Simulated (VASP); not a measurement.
# MgO (NiAs type) (P6_3/mmc) in VASP: further runs

Runs on MgO (NiAs type). Level: PBE. Tasks: single point.

Everything below comes from runs of VASP 6.6.1. Logs are shortened: lines on timing, memory, paths and dates and some standing lists are left out, and cuts for length are marked.

## Step 1: The cell of the first run

Symmetry: P6_3/mmc, No. 194, hexagonal system. The conventional cell has a = 2.609 Å, b = 2.609 Å, c = 4.611 Å, α = 90.00°, β = 90.00°, γ = 120.00°. Within 2.5 Å of Mg (site symmetry -3m) lie 6 O at 1.90 Å and 2 Mg at 2.31 Å. Within 2.5 Å of O (site symmetry -6m2) lie 6 Mg at 1.90 Å.

## Step 2: Single point, PBE

File INCAR:

```
SYSTEM = MgO
PREC = Accurate
ENCUT = 520
EDIFF = 1E-6
ISMEAR = -1
SIGMA = 0.1
LREAL = .FALSE.
LASPH = .TRUE.
NELM = 60
ALGO = Normal
ISIF = 2
LWAVE = .FALSE.
LCHARG = .FALSE.
GGA = PE
NBANDS = 16
```

File KPOINTS:

```
regular mesh
0
G
  11 11 7
  0 0 0
```

File POSCAR:

```
MgO
1.0
    2.6092799883      0.0000000000      0.0000000000
   -1.3046399942      2.2597027555      0.0000000000
    0.0000000000      0.0000000000      4.6109219009
Mg O
2 2
Direct
    0.0000000000      0.0000000000      0.0000000000
    0.0000000000      0.0000000000      0.5000000000
    0.3333333333      0.6666666667      0.2500000000
    0.6666666667      0.3333333333      0.7500000000
```

Potentials or basis: VASP PAW PBE potentials, release 64 (Mg, O).

Command:

```bash
cat potpaw_PBE.64/Mg/POTCAR potpaw_PBE.64/O/POTCAR > POTCAR
mpirun -np 1 vasp_std > vasp.out
```

OUTCAR:

```text
SYSTEM = MgO
   PREC = Accurate
   ENCUT = 520
   EDIFF = 1E-6
   ISMEAR = -1
   LREAL = .FALSE.
   LASPH = .TRUE.
   NELM = 60
   ISIF = 2
   GGA = PE

 ion  position               nearest neighbor table
   1  0.000  0.000  0.000-   3 1.90   4 1.90   4 1.90   3 1.90   4 1.90   3 1.90   2 2.31   2 2.31
                             2 3.48   2 3.48   2 3.48   2 3.48   2 3.48   2 3.48   2 3.48   2 3.48
   2  0.000  0.000  0.500-   3 1.90   4 1.90   4 1.90   3 1.90   4 1.90   3 1.90   1 2.31   1 2.31
                             1 3.48   1 3.48   1 3.48   1 3.48   1 3.48   1 3.48   1 3.48   1 3.48
   3  0.333  0.667  0.250-   1 1.90   2 1.90   1 1.90   2 1.90   1 1.90   2 1.90
   4  0.667  0.333  0.750-   1 1.90   2 1.90   1 1.90   2 1.90   1 1.90   2 1.90

  LATTYP: Found a hexagonal cell.
 ALAT       =     2.6092799883
 C/A-ratio  =     1.7671242341

  Lattice vectors:

 A1 = (   2.6092799883,   0.0000000000,   0.0000000000)
 A2 = (  -1.3046399942,   2.2597027555,   0.0000000000)
 A3 = (   0.0000000000,   0.0000000000,   4.6109219009)

Analysis of symmetry for initial positions (statically):
=====================================================================
 Subroutine PRICEL returns:
 Original cell was already a primitive cell.

 Routine SETGRP: Setting up the symmetry group for a
 hexagonal supercell.

 Subroutine GETGRP returns: Found 24 space group operations
 (whereof 12 operations were pure point group operations)
 out of a pool of 24 trial point group operations.

The static configuration has the point symmetry D_3d.
 The point group associated with its full space group is D_6h.

Analysis of symmetry for dynamics (positions and initial velocities):
=====================================================================
 Subroutine PRICEL returns:
 Original cell was already a primitive cell.

 Routine SETGRP: Setting up the symmetry group for a
 hexagonal supercell.

 Subroutine GETGRP returns: Found 24 space group operations
 (whereof 12 operations were pure point group operations)
 out of a pool of 24 trial point group operations.

The dynamic configuration has the point symmetry D_3d.
 The point group associated with its full space group is D_6h.

 Subroutine INISYM returns: Found 24 space group operations
 (whereof 12 operations are pure point group operations),
 and found     1 'primitive' translations

----------------------------------------------------------------------------------------

                                     Primitive cell

  volume of cell :      27.1869

  direct lattice vectors                    reciprocal lattice vectors
     2.609279988  0.000000000  0.000000000     0.383247488  0.221268040  0.000000000
    -1.304639994  2.259702756  0.000000000     0.000000000  0.442536080  0.000000000
     0.000000000  0.000000000  4.610921901     0.000000000  0.000000000  0.216876369

  length of vectors
     2.609279988  2.609279988  4.610921901     0.442536080  0.442536080  0.216876369

  position of ions in fractional coordinates (direct lattice)
     0.000000000  0.000000000  0.000000000
     0.000000000  0.000000000  0.500000000
     0.333333333  0.666666667  0.250000000
     0.666666667  0.333333333  0.750000000

  ion indices of the primitive-cell ions
   primitive index   ion index
                 1           1
                 2           2
                 3           3
                 4           4

----------------------------------------------------------------------------------------

 KPOINTS: regular mesh

Automatic generation of k-mesh.
 Grid dimensions read from file:
 generate k-points for:   11   11    7

 Generating k-lattice:

  Cartesian coordinates                     Fractional coordinates (reciprocal lattice)
     0.034840681  0.020115276  0.000000000     0.090909091  0.000000000  0.000000000
     0.000000000  0.040230553  0.000000000     0.000000000  0.090909091  0.000000000
     0.000000000  0.000000000  0.030982338     0.000000000  0.000000000  0.142857143

  Length of vectors
     0.040230553  0.040230553  0.030982338

  Shift w.r.t. Gamma in fractional coordinates (k-lattice)
     0.000000000  0.000000000  0.000000000

 Subroutine IBZKPT returns following result:
 ===========================================

 Found     64 irreducible k-points:

 Following reciprocal coordinates:
            Coordinates               Weight
  0.000000  0.000000  0.000000      1.000000
  0.090909 -0.000000  0.000000      6.000000
  0.181818 -0.000000  0.000000      6.000000
  0.272727  0.000000  0.000000      6.000000
  0.363636 -0.000000  0.000000      6.000000
  0.454545 -0.000000  0.000000      6.000000
[... 16 lines left out ...]
  0.090909  0.090909  0.142857     12.000000
  0.181818  0.090909  0.142857     24.000000
 [... further k-points ...]
   k-points           NKPTS =     64   k-points in BZ     NKDIM =     64   number of bands    NBANDS=     16
   number of dos      NEDOS =    301   number of ions     NIONS =      4
   total plane-waves  NPLWV =  14400
   dimension x,y,z NGX =    20 NGY =   20 NGZ =   36
   dimension x,y,z NGXF=    40 NGYF=   40 NGZF=   72
   ions per type =               2   2
   NGX,Y,Z   is equivalent  to a cutoff of  12.74, 12.74, 12.98 a.u.
   NGXF,Y,Z  is equivalent  to a cutoff of  25.49, 25.49, 25.96 a.u.
 SYSTEM =  MgO
   PREC   = accura    normal or accurate (medium, high low for compatibility)
   ISTART =      0    job   : 0-new  1-cont  2-samecut
   ICHARG =      2    charge: 1-file 2-atom 10-const
   ISPIN  =      1    spin polarized calculation?
   LNONCOLLINEAR =      F non collinear calculations
   LSORBIT =      F    spin-orbit coupling
   LASPH  =      T    aspherical Exc in radial PAW
   ENCUT  =  520.0 eV  38.22 Ry    6.18 a.u.   4.85  4.85  8.57*2*pi/ulx,y,z
   NELM   =     60;   NELMIN=  2; NELMDL= -5     # of ELM steps
   EDIFF  = 0.1E-05   stopping-criterion for ELM
   LREAL  =      F    real-space projection
   EDIFFG = 0.1E-04   stopping-criterion for IOM
   NSW    =      0    number of steps for IOM
   IBRION =     -1    ionic relax: 0-MD 1-quasi-New 2-CG
   NFREE  =      0    steps in history (QN), initial steepest desc. (CG)
   ISIF   =      2    stress and relaxation
   ISYM   =      2    0-nonsym 1-usesym 2-fastsym
   POTIM  = 0.5000    time-step for ionic-motion
   TEBEG  =    0.0;   TEEND  =   0.0 temperature during run
   PSTRESS=    0.0 pullay stress
   NELECT =      16.0000    total number of electrons
   NUPDOWN=      -1.0000    fix difference up-down
   EMIN   =  10.00;   EMAX   =-10.00  energy-range for DOS
   EFERMI =   0.00;   METHOD = LEGACY
   ISMEAR =    -1;   SIGMA  =   0.10  broadening in eV -4-tet -1-fermi 0-gaus
   EFERMI_NEDOS =   21; number of points for ismear=-14 and -15
   IALGO  =     38    algorithm
   IMIX   =      4    mixing-type and parameters
     AMIX     =   0.40;   BMIX     =  1.00
     AMIX_MAG =   1.60;   BMIX_MAG =  1.00
  volume/ion in A,a.u.               =       6.80        45.87
  Fermi-wavevector in a.u.,A,eV,Ry     =   1.371918  2.592550 25.608338  1.882160
  Thomas-Fermi vector in A             =   2.497572
   LORBIT       =      0    0 simple, 1 ext, 2 COOP (PROOUT), +10 PAW based schemes
   GGA     = PE    functional components
   LHFCALC =     F    Hartree Fock is set to
   AEXX    =    0.0000 exact exchange contribution
   IVDW    =     0    specifies the selected vdW correction
   LEPSILON=     F    determine dielectric tensor
   LRPA    =     F    only Hartree local field effects (RPA)
 non-spin polarized calculation
  energy-cutoff  :      520.00
  volume of cell :       27.19
 maximum number of plane-waves:       743
 NGX is ok and might be reduce to    20
   NGX =  9   NGY =  9   NGZ = 17

 number of electron      16.0000011 magnetization

 Free energy of the ion-electron system (eV)
  ---------------------------------------------------
  ext. energy  EPLUGINS =         0.00000000
  ---------------------------------------------------
  free energy    TOTEN  =       -20.23757053 eV

  energy without entropy =      -20.23757053  energy(sigma->0) =      -20.23757053

 E-fermi :   8.4263     XC(G=0): -12.6744

 val. band max:        6.3682634657   @ k =   0.0000   0.0000   0.0000
 cond. band min:      14.4158414503   @ k =   0.0000   0.0000   0.0000
 fundamental gap:      8.0475779846
 Fermi energy:         8.4263409675

 k-point     1 :       0.0000    0.0000    0.0000
  band No.  band energies     occupation
      1     -13.1393      2.00000
      2     -11.1911      2.00000
      3      -0.3666      2.00000
      4       5.4787      2.00000
      5       5.4787      2.00000
      6       5.5354      2.00000
[... 8 lines left out ...]
     15      27.2593      0.00000
     16      27.2595      0.00000

 k-point     2 :       0.0909   -0.0000    0.0000
  band No.  band energies     occupation
      1     -13.0013      2.00000
      2     -11.1256      2.00000
      3      -0.2031      2.00000
      4       5.0279      2.00000
      5       5.4065      2.00000
      6       5.4735      2.00000
[... 8 lines left out ...]
     15      26.0266      0.00000
     16      27.1578      0.00000

 k-point     3 :       0.1818   -0.0000    0.0000
  band No.  band energies     occupation
      1     -12.6079      2.00000
      2     -10.9462      2.00000
      3       0.2656      2.00000
      4       3.9019      2.00000
      5       4.5054      2.00000
      6       5.2199      2.00000
[... 8 lines left out ...]
     15      26.8952      0.00000
     16      26.9976      0.00000
[... 362 lines left out ...]
 k-point    23 :       0.0909    0.0909    0.1429
  band No.  band energies     occupation
      1     -12.6645      2.00000
      2     -11.1092      2.00000
      3       0.3297      2.00000
      4       4.3622      2.00000
      5       4.5503      2.00000
      6       5.2194      2.00000
[... 8 lines left out ...]
     15      26.7457      0.00000
     16      26.7718      0.00000

 k-point    24 :       0.1818    0.0909    0.1429
  band No.  band energies     occupation
      1     -12.1848      2.00000
      2     -10.8776      2.00000
      3       0.8411      2.00000
      4       3.2284      2.00000
      5       3.4596      2.00000
      6       4.8828      2.00000
[... 8 lines left out ...]
     15      26.4098      0.00000
     16      27.4397      0.00000

 [... further k-points ...]

------------------------ aborting loop because EDIFF is reached ----------------------------------------

  FORCE on cell =-STRESS in cart. coord.  units (eV):
  Direction    XX          YY          ZZ          XY          YZ          ZX
  --------------------------------------------------------------------------------------
  -------------------------------------------------------------------------------------
  Total       18.7913665     18.7913665     18.8298744     -0.0000000      0.0000000      0.0000000
  in kB     1107.4118829   1107.4118830   1109.6812325     -0.0000000      0.0000000      0.0000000
  external PRESSURE =    1108.1683328 kB  Pullay stress =       0.0000000 kB

 VOLUME and BASIS-vectors are now :
 -----------------------------------------------------------------------------
  energy-cutoff  :      520.00
  volume of cell :       27.19
      direct lattice vectors                 reciprocal lattice vectors
     2.609279988  0.000000000  0.000000000     0.383247488  0.221268040  0.000000000
    -1.304639994  2.259702756  0.000000000     0.000000000  0.442536080  0.000000000
     0.000000000  0.000000000  4.610921901     0.000000000  0.000000000  0.216876369

 POSITION                                       TOTAL-FORCE (eV/Angst)
 -----------------------------------------------------------------------------------
      0.00000      0.00000      0.00000        -0.000000      0.000000      0.000000
      0.00000      0.00000      2.30546         0.000000      0.000000      0.000000
     -0.00000      1.50647      1.15273        -0.000000      0.000000     -0.000000
      1.30464      0.75323      3.45819         0.000000     -0.000000      0.000000
 -----------------------------------------------------------------------------------
    total drift:                                0.000000     -0.000000      0.000000

  FREE ENERGIE OF THE ION-ELECTRON SYSTEM (eV)
  ---------------------------------------------------
  free  energy   TOTEN  =       -20.2375705330 eV

  energy  without entropy=      -20.2375705329  energy(sigma->0) =      -20.23757053
```

Run time: 38 s. Hardware: 1 thread of AMD EPYC 7R13, shared host; peak memory 0.12 GiB.

What came out:

```yaml
Free_energy: -20.2376 eV
Pressure: 110.8 GPa
Band_gap_on_the_k_mesh: 8.05 eV, direct
```

Levels at points of the mesh, in eV from the valence-band top:
```tsv
k point	band 4	band 5	band 6	band 7	band 8	band 9	band 10	band 11	band 12	band 13
(0.00, 0.00, 0.00)	-0.89	-0.89	-0.83	0.00	0.00	8.05	10.73	14.20	15.66	19.23
```

A k mesh can miss the band edges. A hybrid or GW would open this gap; PBE tends to underestimate it.

## Step 3: Single point, PBE

File INCAR:

```
PREC     = Accurate       # precision mode
ENCUT    = 520            # plane-wave cutoff, eV
EDIFF    = 1E-7           # SCF threshold, eV
ISMEAR   = -1             # smearing method
SIGMA    = 0.1            # smearing width, eV
LREAL    = False          # projectors in reciprocal space
LASPH    = True           # aspherical terms in the spheres
NELM     = 60             # most SCF steps
ALGO     = Normal         # electronic algorithm
ISIF     = 2              # what is computed and relaxed
LWAVE    = False          # write WAVECAR
LCHARG   = True           # write CHGCAR
GGA      = PE             # functional
LELF     = True           # ELF
LVHAR    = True         
NBANDS   = 16             # bands
```

File KPOINTS:

```
Automatic mesh
0
Gamma
  11 11 7
```

POSCAR is that of step 2.

Potentials or basis: VASP PAW PBE potentials, release 64 (Mg, O).

Command:

```bash
cat potpaw_PBE.64/Mg/POTCAR potpaw_PBE.64/O/POTCAR > POTCAR
mpirun -np 1 vasp_std > vasp.out
```

Run time: 44 s. Hardware: 1 thread of AMD EPYC 7R13, shared host; peak memory 0.12 GiB.

It converged, with:

| Property | Result |
| --- | --- |
| Free energy | -20.2376 eV |
| Pressure | 110.8 GPa |
| Band gap on the k mesh | 8.05 eV, direct |

Stress tensor (GPa, compression positive):
```
110.76   0.00   0.00
  0.00 110.76   0.00
  0.00   0.00 110.98
```

Levels at points of the mesh, in eV from the valence-band top:
```tsv
k point	band 5	band 6	band 7	band 8	band 9	band 10	band 11	band 12
(0.00, 0.00, 0.00)	-0.89	-0.83	0.00	0.00	8.05	10.73	14.20	15.66
```

A k mesh can miss the band edges.

[end of part 1 of 2]
